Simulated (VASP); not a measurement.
# B3F2 in VASP: further runs

The runs below take B3F2 through single point, with PBE.

Everything below comes from runs of VASP 6.6.1. Logs are shortened: lines on timing, memory, paths and dates and some standing lists are left out, and cuts for length are marked.

### 1 The cell of the first run

The typed cell holds 10 atoms: a = 3.294 Å, b = 4.509 Å, c = 6.758 Å, α = 91.29°, β = 90.00°, γ = 92.48°.

### 2 Single point, PBE

INCAR

```
SYSTEM = B3F2
PREC = Accurate
ENCUT = 520
EDIFF = 1E-6
ISMEAR = 0
SIGMA = 0.1
LREAL = .FALSE.
LASPH = .TRUE.
NELM = 100
ALGO = Fast
ISIF = 2
LWAVE = .FALSE.
LCHARG = .TRUE.
GGA = PE
LELF = .TRUE.
LVHAR = .TRUE.
NBANDS = 34
```

KPOINTS

```
regular mesh
0
G
  6 4 4
  0 0 0
```

POSCAR

```
B3F2
1.0
    3.2939083960      0.0000000000      0.0000000000
   -0.1953464728      4.5046360586      0.0000000000
    0.0000312033     -0.1521668753      6.7563348839
B F
6 4
Direct
    0.0089958375      0.1563097993      0.7514891499
    0.0128588348      0.2222318333      0.2522480163
    0.5027475453      0.1974992007      0.5832607552
    0.5037760247      0.1972710855      0.9168365928
    0.0084387486      0.3152984121      0.5022469020
    0.0094053034      0.3169803163      0.0053259018
    0.9853355481      0.8468437461      0.7464448305
    0.9895573335      0.9242806212      0.2476020605
    0.4895885306      0.9087445990      0.9899637985
    0.4892962937      0.9075543271      0.5045819923
```

Potentials or basis: VASP PAW PBE potentials, release 64 (B, F).

Started as:

```
cat potpaw_PBE.64/B/POTCAR potpaw_PBE.64/F/POTCAR > POTCAR
mpirun -np 1 vasp_std > vasp.out
```

OUTCAR:

```text
SYSTEM = B3F2
   PREC = Accurate
   ENCUT = 520
   EDIFF = 1E-6
   ISMEAR = 0
   LREAL = .FALSE.
   LASPH = .TRUE.
   NELM = 100
   ISIF = 2
   GGA = PE

 ion  position               nearest neighbor table
   1  0.009  0.156  0.751-   7 1.39   5 1.85   6 1.85   4 1.98   3 1.99   4 2.02   3 2.04
   2  0.013  0.222  0.252-   8 1.34   5 1.73   6 1.73
   3  0.503  0.197  0.583-  10 1.40   5 1.81   5 1.82   1 1.99   1 2.04
   4  0.504  0.197  0.917-   9 1.40   6 1.82   6 1.83   1 1.98   1 2.02
   5  0.008  0.315  0.502-   2 1.73   3 1.81   3 1.82   1 1.85
   6  0.009  0.317  0.005-   2 1.73   4 1.82   4 1.83   1 1.85
   7  0.985  0.847  0.746-   1 1.39
   8  0.990  0.924  0.248-   2 1.34
   9  0.490  0.909  0.990-   4 1.40
  10  0.489  0.908  0.505-   3 1.40

  LATTYP: Found a triclinic cell.
 ALAT       =     3.2939083960
 B/A-ratio  =     3.2321448762
 C/A-ratio  =     1.6598621185
 COS(alpha) =     0.0007034322
 COS(beta)  =     0.5667305823
 COS(gamma) =     0.6371356876

  Lattice vectors:

 A1 = (  -3.2939083960,   0.0000000000,   0.0000000000)
 A2 = (  -6.7831944681,   4.6568029339,  -6.7563348839)
 A3 = (  -3.0985619232,  -4.5046360586,   0.0000000000)

Analysis of symmetry for initial positions (statically):
=====================================================================
 Subroutine PRICEL returns:
 Original cell was already a primitive cell.

 Routine SETGRP: Setting up the symmetry group for a
 triclinic supercell.

 Subroutine GETGRP returns: Found  1 space group operations
 (whereof  1 operations were pure point group operations)
 out of a pool of  2 trial point group operations.

The static configuration has the point symmetry C_1 .

Analysis of symmetry for dynamics (positions and initial velocities):
=====================================================================
 Subroutine PRICEL returns:
 Original cell was already a primitive cell.

 Routine SETGRP: Setting up the symmetry group for a
 triclinic supercell.

 Subroutine GETGRP returns: Found  1 space group operations
 (whereof  1 operations were pure point group operations)
 out of a pool of  2 trial point group operations.

The dynamic configuration has the point symmetry C_1 .

 Subroutine INISYM returns: Found  1 space group operations
 (whereof  1 operations are pure point group operations),
 and found     1 'primitive' translations

----------------------------------------------------------------------------------------

                                     Primitive cell

  volume of cell :     100.2495

  direct lattice vectors                    reciprocal lattice vectors
     3.293908396  0.000000000  0.000000000     0.303590713  0.013165409  0.000295111
    -0.195346473  4.504636059  0.000000000     0.000000000  0.221993517  0.004999761
     0.000031203 -0.152166875  6.756334884     0.000000000  0.000000000  0.148009241

  length of vectors
     3.293908396  4.508869733  6.758048226     0.303876186  0.222049812  0.148009241

  position of ions in fractional coordinates (direct lattice)
     0.008995838  0.156309799  0.751489150
     0.012858835  0.222231833  0.252248016
     0.502747545  0.197499201  0.583260755
     0.503776025  0.197271085  0.916836593
     0.008438749  0.315298412  0.502246902
     0.009405303  0.316980316  0.005325902
     0.985335548  0.846843746  0.746444831
     0.989557334  0.924280621  0.247602061
     0.489588531  0.908744599  0.989963798
     0.489296294  0.907554327  0.504581992

  ion indices of the primitive-cell ions
   primitive index   ion index
                 1           1
                 2           2
                 3           3
                 4           4
                 5           5
                 6           6
                 7           7
                 8           8
                 9           9
                10          10

----------------------------------------------------------------------------------------

 KPOINTS: regular mesh

Automatic generation of k-mesh.
 Grid dimensions read from file:
 generate k-points for:    6    4    4

 Generating k-lattice:

  Cartesian coordinates                     Fractional coordinates (reciprocal lattice)
     0.050598452  0.002194235  0.000049185     0.166666667  0.000000000  0.000000000
     0.000000000  0.055498379  0.001249940     0.000000000  0.250000000  0.000000000
     0.000000000  0.000000000  0.037002310     0.000000000  0.000000000  0.250000000

  Length of vectors
     0.050646031  0.055512453  0.037002310

  Shift w.r.t. Gamma in fractional coordinates (k-lattice)
     0.000000000  0.000000000  0.000000000

 Subroutine IBZKPT returns following result:
 ===========================================

 Found     52 irreducible k-points:

 Following reciprocal coordinates:
            Coordinates               Weight
  0.000000  0.000000  0.000000      1.000000
  0.166667  0.000000  0.000000      2.000000
  0.333333 -0.000000  0.000000      2.000000
[... 73 lines left out ...]

 E-fermi :   2.7236     XC(G=0):  -9.7625

 val. band max:        2.6840802906   @ k =   0.0000   0.0000   0.2500
 cond. band min:       2.7654424995   @ k =   0.0000   0.2500   0.5000
 fundamental gap:      0.0813622089
 Fermi energy:         2.7235880805

 k-point     1 :       0.0000    0.0000    0.0000
  band No.  band energies     occupation
      1     -23.4764      2.00000
      2     -22.9467      2.00000
      3     -22.4074      2.00000
      4     -21.7848      2.00000
      5      -9.6731      2.00000
      6      -7.7413      2.00000
[... 26 lines left out ...]
     33      11.3939      0.00000
     34      12.8321      0.00000

 k-point     2 :       0.1667    0.0000    0.0000
  band No.  band energies     occupation
      1     -23.3891      2.00000
      2     -22.9169      2.00000
      3     -22.3850      2.00000
      4     -21.8810      2.00000
      5      -9.4780      2.00000
      6      -7.7039      2.00000
[... 26 lines left out ...]
     33      11.8151      0.00000
     34      12.5759      0.00000

 k-point     3 :       0.3333   -0.0000    0.0000
  band No.  band energies     occupation
      1     -23.1955      2.00000
      2     -22.8098      2.00000
      3     -22.3402      2.00000
      4     -22.1404      2.00000
      5      -8.9320      2.00000
      6      -7.6739      2.00000
[... 26 lines left out ...]
     33      12.9864      0.00000
     34      13.2798      0.00000

 k-point     4 :       0.5000    0.0000    0.0000
  band No.  band energies     occupation
      1     -23.0992      2.00000
      2     -22.6297      2.00000
      3     -22.4001      2.00000
      4     -22.3141      2.00000
      5      -8.3923      2.00000
      6      -7.6915      2.00000
[... 26 lines left out ...]
     33      12.3619      0.00000
     34      13.3916      0.00000

 k-point     5 :       0.0000    0.2500    0.0000
  band No.  band energies     occupation
      1     -23.4730      2.00000
      2     -22.9447      2.00000
      3     -22.4051      2.00000
      4     -21.7847      2.00000
      5      -9.9194      2.00000
      6      -7.8619      2.00000
[... 621 lines left out ...]
 k-point    22 :       0.1667    0.2500    0.2500
  band No.  band energies     occupation
      1     -23.3461      2.00000
      2     -23.0049      2.00000
      3     -22.3034      2.00000
      4     -21.9103      2.00000
      5      -9.6909      2.00000
      6      -8.0045      2.00000
[... 26 lines left out ...]
     33      11.6360      0.00000
     34      13.0270      0.00000

 k-point    23 :       0.3333    0.2500    0.2500
  band No.  band energies     occupation
      1     -23.1798      2.00000
      2     -22.8359      2.00000
      3     -22.3152      2.00000
      4     -22.1486      2.00000
      5      -9.1279      2.00000
      6      -7.7353      2.00000
[... 26 lines left out ...]
     33      12.4797      0.00000
     34      13.1054      0.00000

 k-point    24 :       0.5000    0.2500    0.2500
  band No.  band energies     occupation
      1     -23.0973      2.00000
      2     -22.6288      2.00000
      3     -22.3914      2.00000
      4     -22.3195      2.00000
      5      -8.5715      2.00000
      6      -7.5808      2.00000
[... 26 lines left out ...]
     33      12.9293      0.00000
     34      13.3707      0.00000

 [... further k-points ...]

------------------------ aborting loop because EDIFF is reached ----------------------------------------

  FORCE on cell =-STRESS in cart. coord.  units (eV):
  Direction    XX          YY          ZZ          XY          YZ          ZX
  --------------------------------------------------------------------------------------
  -------------------------------------------------------------------------------------
  Total       -0.6039416      0.7992706      0.2199738     -0.1500186     -0.0677908      0.0076615
  in kB       -9.6521297     12.7738567      3.5155971     -2.3975807     -1.0834250      0.1224449
  external PRESSURE =       2.2124414 kB  Pullay stress =       0.0000000 kB

 VOLUME and BASIS-vectors are now :
 -----------------------------------------------------------------------------
  energy-cutoff  :      520.00
  volume of cell :      100.25
      direct lattice vectors                 reciprocal lattice vectors
     3.293908396  0.000000000  0.000000000     0.303590713  0.013165409  0.000295111
    -0.195346473  4.504636059  0.000000000     0.000000000  0.221993517  0.004999761
     0.000031203 -0.152166875  6.756334884     0.000000000  0.000000000  0.148009241

 POSITION                                       TOTAL-FORCE (eV/Angst)
 -----------------------------------------------------------------------------------
     -0.00088      0.58977      5.07731         0.115951      0.288671     -0.004439
     -0.00105      0.96269      1.70427        -0.197204      0.306432     -0.021247
      1.61744      0.80091      3.94070         0.036250      0.077295      0.167975
      1.62088      0.74912      6.19446         0.016685      0.175494     -0.016089
     -0.03378      1.34388      3.39335         0.002199      0.091741     -0.114423
     -0.03094      1.42707      0.03598         0.014338      0.003051      0.025513
      3.08020      3.70114      5.04323        -0.025708     -0.239330     -0.020842
      3.07896      4.12587      1.67288         0.064572     -0.249777      0.001617
      1.43517      3.94292      6.68853        -0.012885     -0.235245      0.079051
      1.43443      4.01142      3.40912        -0.014199     -0.218332     -0.097117
 -----------------------------------------------------------------------------------
    total drift:                               -0.000899      0.000243     -0.000228

  FREE ENERGIE OF THE ION-ELECTRON SYSTEM (eV)
  ---------------------------------------------------
  free  energy   TOTEN  =       -53.9406730484 eV

  energy  without entropy=      -53.9377051135  energy(sigma->0) =      -53.93918908
```

Run time: 3 min. Hardware: 1 thread of Oxide Virtual Turin-like, shared host; peak memory 0.23 GiB.

What came out:

```
Free energy            : -53.9407 eV
Pressure               : 0.2 GPa
Largest force          : 0.365 eV/Å
Band gap on the k mesh : zero (bands 23 and 24 overlap by 0.61 eV)
```

Forces on the atoms (eV/Å):
```
B    0.116  0.289 -0.004
B   -0.197  0.306 -0.021
B    0.036  0.077  0.168
B    0.017  0.175 -0.016
B    0.002  0.092 -0.114
B    0.014  0.003  0.026
F   -0.026 -0.239 -0.021
F    0.065 -0.250  0.002
F   -0.013 -0.235  0.079
F   -0.014 -0.218 -0.097
```

### 3 Single point, PBE

This run uses another cell than the first one, of 8.43 Å³/atom.

INCAR

```
PREC = Accurate
ENCUT = 520
EDIFF = 1E-7
ISMEAR = 0
SIGMA = 0.1
LREAL = F
LASPH = T
NELM = 100
ALGO = Normal
ISIF = 2
LWAVE = F
LCHARG = F
GGA = PE
NBANDS = 34
```

KPOINTS

```
regular mesh
0
Gamma
  6 4 4
```

POSCAR

```
B3F2
1.0
    3.4545510294     -0.6780274198     -0.0114394210
   -1.1321204704      3.9984335976      0.0440234219
    0.0078910963     -0.0687038842      6.4588702385
B F
6 4
Direct
    0.1668768339      0.2005718466      0.7500137425
    0.0655544256      0.2363513485      0.2500097023
    0.5552014514      0.2077020169      0.5837196053
    0.5552038521      0.2076931482      0.9162560087
    0.1066945704      0.3947388670      0.5034046975
    0.1066565781      0.3947267860     -0.0034039603
    0.8543346218      0.8328626407      0.7500083047
    0.8845580457      0.8729782434      0.2500171400
    0.3524625386      0.8226894719      0.9987554736
    0.3524570827      0.8226995713      0.5012192856
```

Potentials or basis: VASP PAW PBE potentials, release 64 (B, F).

Started as:

```
cat potpaw_PBE.64/B/POTCAR potpaw_PBE.64/F/POTCAR > POTCAR
mpirun -np 1 vasp_std > vasp.out
```

Run time: 1.7 min. Hardware: 1 thread of Oxide Virtual Turin-like, shared host; peak memory 0.22 GiB.

It converged, with:

| Property | Result |
| --- | --- |
| Free energy | -55.4177 eV |
| Pressure | 0.3 GPa |
| Largest force | 0.279 eV/Å |
| Band gap on the k mesh | 1.49 eV (least direct gap 1.67 eV) |

Forces on the atoms (eV/Å):
```
B    0.100  0.174  0.000
B    0.058  0.271  0.002
B    0.008  0.070  0.021
B    0.009  0.070 -0.018
B   -0.003 -0.016 -0.015
B   -0.003 -0.016  0.016
F   -0.091 -0.186 -0.002
F   -0.055 -0.274 -0.004
F   -0.011 -0.048  0.007
F   -0.011 -0.047 -0.006
```

Stress tensor (GPa, compression positive):
```
-0.06  0.33  0.01
 0.33  1.21  0.01
 0.01  0.01 -0.31
```

Levels at points of the mesh, in eV from the valence-band top:
| k point | band 20 | band 21 | band 22 | band 23 | band 24 | band 25 | band 26 | band 27 |
| --- | --- | --- | --- | --- | --- | --- | --- | --- |
| (0.00, 0.00, 0.00) | -3.17 | -1.87 | -1.13 | -0.35 | 2.09 | 3.18 | 3.69 | 4.79 |
| (0.50, 0.00, 0.00) | -3.56 | -3.01 | -1.84 | -0.46 | 3.07 | 3.70 | 5.02 | 5.28 |
| (0.00, 0.50, 0.00) | -2.00 | -1.54 | -0.63 | -0.19 | 1.49 | 1.97 | 3.79 | 4.27 |
| (0.50, 0.50, 0.00) | -3.57 | -3.21 | -1.82 | -0.55 | 3.01 | 4.08 | 5.17 | 6.01 |
| (0.00, 0.00, 0.50) | -2.88 | -2.18 | -1.86 | -0.70 | 2.68 | 3.06 | 4.56 | 6.33 |
| (0.50, 0.00, 0.50) | -3.67 | -2.32 | -1.79 | -1.26 | 2.25 | 4.39 | 4.74 | 5.06 |
| (0.00, 0.50, 0.50) | -3.27 | -1.51 | -0.69 | -0.40 | 1.95 | 3.26 | 3.52 | 3.75 |
| (0.50, 0.50, 0.50) | -3.56 | -2.76 | -1.51 | -1.25 | 2.35 | 4.06 | 5.44 | 6.58 |

A k mesh can miss the band edges.

### 4 Single point, PBE

This run uses another cell than the first one, of 8.43 Å³/atom.

INCAR

```
SYSTEM = B3F2
ALGO     = Normal         ! electronic algorithm
EDIFF    = 1E-6           ! SCF threshold, eV
ENCUT    = 520            ! plane-wave cutoff, eV
GGA      = PE             ! functional
ISIF     = 2              ! what is computed and relaxed
ISMEAR   = 0              ! smearing method
LASPH    = .TRUE.         ! aspherical terms in the spheres
LCHARG   = .FALSE.        ! write CHGCAR
LREAL    = .FALSE.        ! projectors in reciprocal space
LWAVE    = .FALSE.        ! write WAVECAR
NBANDS   = 34             ! bands
NELM     = 60             ! most SCF steps
PREC     = Accurate       ! precision mode
SIGMA    = 0.1            ! smearing width, eV
```

KPOINTS

```
k-points
0
G
  6 4 6
  0 0 0
```

POSCAR

```
B3F2
1.0
    3.5204793504      0.0000000000      0.0000000000
    0.0000000000      6.4592404546      0.0000000000
   -1.6393380355      0.0000000000      3.7057271094
B F
6 4
Direct
    0.0336950127      0.5000000000      0.2005718466
    0.1707969230      0.0000000000      0.2363513485
    0.6525005655      0.3337113006      0.2077020169
    0.6525005655      0.6662886994      0.2077020169
    0.2880442966      0.2533963928      0.3947388670
    0.2880442966      0.7466036072      0.3947388670
    0.9785280189      0.5000000000      0.8328626407
    0.9884201977      0.0000000000      0.8729782434
    0.4702269333      0.7487471689      0.8226894719
    0.4702269333      0.2512528311      0.8226894719
```

Started as:

```
cat potpaw_PBE.64/B/POTCAR potpaw_PBE.64/F/POTCAR > POTCAR
mpirun -np 1 vasp_std > vasp.out
```

It took 1.8 min on 1 thread of Oxide Virtual Turin-like, shared host; peak memory 0.23 GiB.

The run converged. Its results:

- Free energy: -55.4179 eV
- Pressure: 0.3 GPa
- Largest force: 0.280 eV/Å
- Band gap on the k mesh: 1.42 eV (least direct gap 1.67 eV)

Forces in eV/Å, atoms in the order of the input:
```
B   -0.064  0.000  0.191
B   -0.005  0.000  0.277
B    0.006  0.021  0.071
B    0.006 -0.021  0.071
B    0.000 -0.014 -0.017
B    0.000  0.014 -0.017
F    0.053  0.000 -0.199
F    0.001  0.000 -0.280
F    0.001  0.008 -0.048
F    0.001 -0.008 -0.048
```

Stress tensor (GPa, compression positive):
```
-0.14  0.00 -0.06
 0.00 -0.31  0.00
-0.06  0.00  1.30
```

Levels at points of the mesh, in eV from the valence-band top:
```csv
k point,band 20,band 21,band 22,band 23,band 24,band 25,band 26,band 27
"(0.00, 0.00, 0.00)",-3.24,-1.94,-1.20,-0.42,2.02,3.11,3.62,4.72
"(0.50, 0.00, 0.00)",-3.64,-3.29,-1.89,-0.62,2.93,4.00,5.10,5.94
"(0.00, 0.50, 0.00)",-2.95,-2.25,-1.94,-0.77,2.61,2.98,4.49,6.26
"(0.50, 0.50, 0.00)",-3.64,-2.83,-1.58,-1.32,2.27,3.99,5.37,6.51
"(0.00, 0.00, 0.50)",-2.07,-1.61,-0.70,-0.26,1.42,1.90,3.71,4.20
"(0.50, 0.00, 0.50)",-3.63,-3.09,-1.91,-0.53,3.00,3.62,4.95,5.21
"(0.00, 0.50, 0.50)",-3.34,-1.58,-0.76,-0.48,1.88,3.19,3.45,3.68
"(0.50, 0.50, 0.50)",-3.74,-2.39,-1.87,-1.33,2.17,4.32,4.67,4.99
```

### 5 Overview

| cell | k mesh | gap on the mesh (eV) | pressure (GPa) | largest force (eV/Å) |
| --- | --- | --- | --- | --- |
| a = 3.294, b = 4.509, c = 6.758 Å, angles 91.3, 90.0, 92.5°, 10 atoms, atomic positions A | 6 × 4 × 4 | none | 0.2 | 0.37 |
| a = 3.520, b = 4.156, c = 6.459 Å, angles 90.0, 90.0, 116.9°, 10 atoms, atomic positions B | 6 × 4 × 4 | 1.49 | 0.3 | 0.28 |
| a = 3.520, b = 6.459, c = 4.052 Å, angles 90.0, 113.9, 90.0°, 10 atoms, atomic positions C | 6 × 4 × 6 | 1.42 | 0.3 | 0.28 |

Alike in all rows: task single point; level PBE; potentials or basis VASP PAW PBE potentials, release 64 (B, F); no spin polarisation; cutoff (eV) 520; smearing gaussian 0.1 eV.

Absolute energies hang on the potentials; compare differences alone.

The gap in the log of VASP goes by the Fermi energy; the results here count the filled bands.